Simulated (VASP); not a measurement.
# MoSe2 (P6_3/mmc) in VASP: single point with PBE

Aim: the single point of MoSe2 with PBE.

Everything below comes from runs of VASP 6.6.1. Logs are shortened: lines on timing, memory, paths and dates and some standing lists are left out, and cuts for length are marked.

## (1) The cell of the first run

The structure is hexagonal, space group P6_3/mmc (No. 194). Conventional cell: a = 3.315 Å, b = 3.315 Å, c = 16.961 Å, α = 90.00°, β = 90.00°, γ = 120.00°. Mo (site symmetry -6m2) has 6 Se at 2.54 Å and 6 Mo at 3.31 Å within 3.4 Å. Se (site symmetry 3m) has 3 Mo at 2.54 Å and 7 Se at 3.31 to 3.34 Å within 3.4 Å.

## (2) Single point, PBE, non-collinear spin, typed start, spin-orbit coupling

The input, INCAR:

```
SYSTEM = MoSe2
  PREC = Accurate
  ENCUT = 500
  EDIFF = 1E-6
  ISMEAR = 0
  SIGMA = 0.05
  LREAL = .False.
  LASPH = .True.
  NELM = 200
  ALGO = Normal
  ISIF = 2
  LWAVE = .False.
  LCHARG = .True.
  LNONCOLLINEAR = .True.
  MAGMOM = 0 0 2 0 0 2 0 0 0 0 0 0 0 0 0 0 0 0
  LORBIT = 11
  LSORBIT = .True.
  GGA_COMPAT = .False.
  LORBMOM = .True.
  LMAXMIX = 4
  GGA = PE
  LVHAR = .True.
  NBANDS = 68
  KPAR = 4
```

The input, KPOINTS:

```
Automatic mesh
0
Gamma
  8 8 2
  0 0 0
```

The input, POSCAR:

```
MoSe2
1.0
    3.3147566404      0.0000000000      0.0000000000
   -1.6573783202      2.8706634579      0.0000000000
    0.0000000000      0.0000000000     16.9611278432
Mo Se
2 4
Direct
    0.3333333333      0.6666666667      0.2500000000
    0.6666666667      0.3333333333      0.7500000000
    0.3333333333      0.6666666667      0.6515408902
    0.6666666667      0.3333333333      0.1515408902
    0.3333333333      0.6666666667      0.8484591098
    0.6666666667      0.3333333333      0.3484591098
```

Potentials or basis: VASP PAW PBE potentials, release 64 (Mo_sv, Se).

Started as:

```sh
> cat potpaw_PBE.64/Mo_sv/POTCAR potpaw_PBE.64/Se/POTCAR > POTCAR
> mpirun -np 4 vasp_ncl > vasp.out
```

OUTCAR:

```text
SYSTEM = MoSe2
   PREC = Accurate
   ENCUT = 500
   EDIFF = 1E-6
   ISMEAR = 0
   LREAL = .False.
   LASPH = .True.
   NELM = 200
   ISIF = 2
   LNONCOLLINEAR = .True.
   LORBIT = 11
   LSORBIT = .True.
   GGA = PE

 ion  position               nearest neighbor table
   1  0.333  0.667  0.250-   4 2.54   6 2.54   4 2.54   6 2.54   4 2.54   6 2.54
   2  0.667  0.333  0.750-   3 2.54   5 2.54   3 2.54   5 2.54   3 2.54   5 2.54
   3  0.333  0.667  0.652-   2 2.54   2 2.54   2 2.54
   4  0.667  0.333  0.152-   1 2.54   1 2.54   1 2.54
   5  0.333  0.667  0.848-   2 2.54   2 2.54   2 2.54
   6  0.667  0.333  0.348-   1 2.54   1 2.54   1 2.54

  LATTYP: Found a hexagonal cell.
 ALAT       =     3.3147566404
 C/A-ratio  =     5.1168546241

  Lattice vectors:

 A1 = (   3.3147566404,   0.0000000000,   0.0000000000)
 A2 = (  -1.6573783202,   2.8706634579,   0.0000000000)
 A3 = (   0.0000000000,   0.0000000000,  16.9611278432)

Analysis of symmetry for initial positions (statically):
=====================================================================
 Subroutine PRICEL returns:
 Original cell was already a primitive cell.

 Routine SETGRP: Setting up the symmetry group for a
 hexagonal supercell.

 Subroutine GETGRP returns: Found 24 space group operations
 (whereof 12 operations were pure point group operations)
 out of a pool of 24 trial point group operations.

The static configuration has the point symmetry D_3d.
 The point group associated with its full space group is D_6h.

Analysis of symmetry for dynamics (positions and initial velocities):
=====================================================================
 Subroutine PRICEL returns:
 Original cell was already a primitive cell.

 Routine SETGRP: Setting up the symmetry group for a
 hexagonal supercell.

 Subroutine GETGRP returns: Found 24 space group operations
 (whereof 12 operations were pure point group operations)
 out of a pool of 24 trial point group operations.

The dynamic configuration has the point symmetry D_3d.
 The point group associated with its full space group is D_6h.

Analysis of structural, dynamic, and magnetic symmetry:
=====================================================================
 Subroutine PRICEL returns:
 Original cell was already a primitive cell.

 Routine SETGRP: Setting up the symmetry group for a
 hexagonal supercell.

 Subroutine GETGRP returns: Found 12 space group operations
 (whereof  6 operations were pure point group operations)
 out of a pool of 24 trial point group operations.

The overall configuration has the point symmetry S_6 .
 The point group associated with its full space group is C_6h.

 Subroutine INISYM returns: Found 12 space group operations
 (whereof  6 operations are pure point group operations),
 and found     1 'primitive' translations

----------------------------------------------------------------------------------------

                                     Primitive cell

  volume of cell :     161.3945

  direct lattice vectors                    reciprocal lattice vectors
     3.314756640  0.000000000  0.000000000     0.301681272  0.174175764  0.000000000
    -1.657378320  2.870663458  0.000000000     0.000000000  0.348351527  0.000000000
     0.000000000  0.000000000 16.961127843     0.000000000  0.000000000  0.058958343

  length of vectors
     3.314756640  3.314756640 16.961127843     0.348351527  0.348351527  0.058958343

  position of ions in fractional coordinates (direct lattice)
     0.333333333  0.666666667  0.250000000
     0.666666667  0.333333333  0.750000000
     0.333333333  0.666666667  0.651540890
     0.666666667  0.333333333  0.151540890
     0.333333333  0.666666667  0.848459110
     0.666666667  0.333333333  0.348459110

  ion indices of the primitive-cell ions
[... 133 lines left out ...]
 fundamental gap:      1.6177822466
 Fermi energy:         3.4274932658

 k-point     1 :       0.0000    0.0000    0.0000
  band No.  band energies     occupation
      1     -57.6159      1.00000
      2     -57.6158      1.00000
      3     -57.6158      1.00000
      4     -57.6158      1.00000
      5     -33.2909      1.00000
      6     -33.2909      1.00000
[... 1597 lines left out ...]
     63       6.1798      0.00000
     64       6.1798      0.00000
 [bands above 64 left out]

------------------------ aborting loop because EDIFF is reached ----------------------------------------

  FORCE on cell =-STRESS in cart. coord.  units (eV):
  Direction    XX          YY          ZZ          XY          YZ          ZX
  --------------------------------------------------------------------------------------
  -------------------------------------------------------------------------------------
  Total        0.4766901      0.4766901      0.3114059      0.0000000      0.0000000      0.0000000
  in kB        4.7321449      4.7321449      3.0913545      0.0000002      0.0000000      0.0000000
  external PRESSURE =       4.1852147 kB  Pullay stress =       0.0000000 kB

 VOLUME and BASIS-vectors are now :
 -----------------------------------------------------------------------------
  energy-cutoff  :      500.00
  volume of cell :      161.39
      direct lattice vectors                 reciprocal lattice vectors
     3.314756640  0.000000000  0.000000000     0.301681272  0.174175764  0.000000000
    -1.657378320  2.870663458  0.000000000     0.000000000  0.348351527  0.000000000
     0.000000000  0.000000000 16.961127843     0.000000000  0.000000000  0.058958343

 POSITION                                       TOTAL-FORCE (eV/Angst)
 -----------------------------------------------------------------------------------
     -0.00000      1.91378      4.24028        -0.000000      0.000000      0.000000
      1.65738      0.95689     12.72085         0.000000     -0.000000      0.000000
     -0.00000      1.91378     11.05087         0.000000      0.000000     -0.055597
      1.65738      0.95689      2.57030        -0.000000      0.000000     -0.055597
     -0.00000      1.91378     14.39082         0.000000      0.000000      0.055597
      1.65738      0.95689      5.91026        -0.000000      0.000000      0.055597
 -----------------------------------------------------------------------------------
    total drift:                               -0.000000      0.000000     -0.000000

  FREE ENERGIE OF THE ION-ELECTRON SYSTEM (eV)
  ---------------------------------------------------
  free  energy   TOTEN  =       -40.2582178110 eV

  energy  without entropy=      -40.2582178110  energy(sigma->0) =      -40.25821781

 orbital moment (x)

 # of ion     p       d       tot
 ----------------------------------------
  1         0.000  -0.000  -0.000
  2         0.000   0.000   0.000
  3        -0.000  -0.000  -0.000
  4         0.000  -0.000   0.000
  5         0.000  -0.000   0.000
  6        -0.000  -0.000  -0.000
 ----------------------------------------
            0.000  -0.000   0.000

 orbital moment (y)

 # of ion     p       d       tot
 ----------------------------------------
  1        -0.000  -0.000  -0.000
  2         0.000  -0.000  -0.000
  3        -0.000  -0.000  -0.000
  4         0.000   0.000   0.000
  5         0.000   0.000   0.000
  6        -0.000  -0.000  -0.000
 ----------------------------------------
           -0.000  -0.000  -0.000

 orbital moment (z)

 # of ion     p       d       tot
 ----------------------------------------
  1         0.000  -0.000  -0.000
  2         0.000  -0.000  -0.000
  3        -0.000  -0.000  -0.000
  4        -0.000  -0.000  -0.000
  5        -0.000  -0.000  -0.000
  6        -0.000  -0.000  -0.000
 ----------------------------------------
           -0.000  -0.000  -0.000

 Spin-Orbit-Coupling matrix elements

 Ion:    1  E_soc:     -0.1974814
 l=   1
     0.0000000    -0.0298350    -0.0298340
    -0.0298350     0.0000000    -0.0298350
    -0.0298340    -0.0298350     0.0000000
 l=   2
     0.0000000    -0.0005320     0.0000000    -0.0005320    -0.0029277
    -0.0005320     0.0000000    -0.0018455    -0.0004901    -0.0005320
     0.0000000    -0.0018455     0.0000000    -0.0018455     0.0000000
    -0.0005320    -0.0004901    -0.0018455     0.0000000    -0.0005320
    -0.0029277    -0.0005320     0.0000000    -0.0005320     0.0000000
 l=   3
     0.0000000     0.0000000     0.0000000     0.0000000     0.0000000     0.0000000     0.0000000
     0.0000000     0.0000000     0.0000000     0.0000000     0.0000000     0.0000000     0.0000000
     0.0000000     0.0000000     0.0000000     0.0000000     0.0000000     0.0000000     0.0000000
     0.0000000     0.0000000     0.0000000     0.0000000     0.0000000     0.0000000     0.0000000
[... 89 lines left out ...]
 l=   2
     0.0000000     0.0000008     0.0000000     0.0000008    -0.0000052
     0.0000008     0.0000000    -0.0000009     0.0000070     0.0000008
     0.0000000    -0.0000009     0.0000000    -0.0000009     0.0000000
     0.0000008     0.0000070    -0.0000009     0.0000000     0.0000008
    -0.0000052     0.0000008     0.0000000     0.0000008     0.0000000
 l=   3
     0.0000000     0.0000000     0.0000000     0.0000000     0.0000000     0.0000000     0.0000000
     0.0000000     0.0000000     0.0000000     0.0000000     0.0000000     0.0000000     0.0000000
     0.0000000     0.0000000     0.0000000     0.0000000     0.0000000     0.0000000     0.0000000
     0.0000000     0.0000000     0.0000000     0.0000000     0.0000000     0.0000000     0.0000000
     0.0000000     0.0000000     0.0000000     0.0000000     0.0000000     0.0000000     0.0000000
     0.0000000     0.0000000     0.0000000     0.0000000     0.0000000     0.0000000     0.0000000
     0.0000000     0.0000000     0.0000000     0.0000000     0.0000000     0.0000000     0.0000000

 total charge

# of ion       s       p       d       tot
------------------------------------------
    1        2.270   6.182   3.926  12.378
    2        2.270   6.182   3.926  12.378
    3        1.477   2.325   0.060   3.863
    4        1.477   2.325   0.060   3.863
    5        1.477   2.325   0.060   3.863
    6        1.477   2.325   0.060   3.863
--------------------------------------------------
tot         10.448  21.664   8.093  40.205

 magnetization (x)

# of ion       s       p       d       tot
------------------------------------------
    1        0.000   0.000   0.000   0.000
    2        0.000   0.000  -0.000  -0.000
    3       -0.000  -0.000   0.000  -0.000
    4        0.000   0.000  -0.000   0.000
    5        0.000   0.000  -0.000   0.000
    6       -0.000  -0.000   0.000  -0.000
--------------------------------------------------
tot          0.000   0.000   0.000   0.000

 magnetization (y)

# of ion       s       p       d       tot
------------------------------------------
    1       -0.000  -0.000  -0.000  -0.000
    2        0.000  -0.000   0.000  -0.000
    3        0.000   0.000   0.000   0.000
    4       -0.000  -0.000   0.000  -0.000
    5       -0.000  -0.000   0.000  -0.000
    6        0.000   0.000   0.000   0.000
--------------------------------------------------
tot         -0.000  -0.000   0.000   0.000

 magnetization (z)

# of ion       s       p       d       tot
------------------------------------------
    1        0.000  -0.000  -0.000  -0.000
    2        0.000  -0.000  -0.000  -0.000
    3        0.000   0.000  -0.000   0.000
    4        0.000   0.000  -0.000   0.000
    5        0.000   0.000  -0.000   0.000
    6        0.000   0.000  -0.000   0.000
--------------------------------------------------
tot          0.000   0.000  -0.000  -0.000
```

Run time: 2.8 min. Hardware: 4 MPI ranks of Intel Xeon Platinum 8488C (Sapphire Rapids), shared host; peak memory 0.8 GiB.

What came out:

```
Free energy                                           : -40.2582 eV
Pressure                                              : 0.4 GPa
Largest force                                         : 0.056 eV/Å
Net moment                                            : 0.00 μB per cell
Valence electrons inside the program's atomic spheres : Mo 12.38; Se 3.86
```

Forces in eV/Å, atoms in the order of the input:
```
Mo   0.000  0.000  0.000
Mo   0.000  0.000  0.000
Se   0.000  0.000 -0.056
Se   0.000  0.000 -0.056
Se   0.000  0.000  0.056
Se   0.000  0.000  0.056
```

Stress tensor (GPa, compression positive):
```
0.47 0.00 0.00
0.00 0.47 0.00
0.00 0.00 0.31
```

Moments on the atoms (μB; x, y, z):
```
Mo  0.00 0.00 0.00
Mo  0.00 0.00 0.00
Se  0.00 0.00 0.00
Se  0.00 0.00 0.00
Se  0.00 0.00 0.00
Se  0.00 0.00 0.00
```

Caveat: this functional lacks dispersion, which binds the layers, so the pressure and a relaxed spacing across them are unreliable.
